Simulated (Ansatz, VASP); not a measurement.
# One calculation of PtS2, two programs

```
CELL_PARAMETERS angstrom
3.54153 0.00000 0.00000
-1.77076 3.06705 0.00000
0.00000 0.00000 22.46706
ATOMIC_POSITIONS crystal
S 0.66667 0.33333 0.20029
S 0.33333 0.66667 0.31083
S 0.83333 0.00000 0.48175
S 0.50000 0.33333 0.59229
Pt 0.00000 0.00000 0.25556
Pt 0.16667 0.66667 0.53702
```

Alike in both runs: task single point; functional PBE; dispersion D3(BJ); k mesh 9 × 9 × 1; occupations gaussian, width 0.05 eV; no spin polarisation.

|  | VASP | Ansatz |
| --- | --- | --- |
| version | VASP 6.6.1 | Ansatz 0.2.0 |
| potentials or method | VASP PAW PBE potentials, release 64 (S, Pt), cutoff 520 eV | scalar-relativistic, plane waves, PAW |
| valence electrons in the cell | 44 | 60 |

|  | VASP | Ansatz | Ansatz less VASP |
| --- | --- | --- | --- |
| gap on the k mesh at the Fermi level (eV) | 1.61 | 1.60 | -0.005 |
| least direct gap on the mesh (eV) | 1.69 | 1.69 | -0.006 |
| rms of the force components (eV/Å) | 0.023 | 0.027 | +0.0033 |

VASP's potentials hold 44 valence electrons a cell and Ansatz's 60, so a difference there can come from the potentials and not from the codes.

Neither program's run includes spin-orbit coupling.
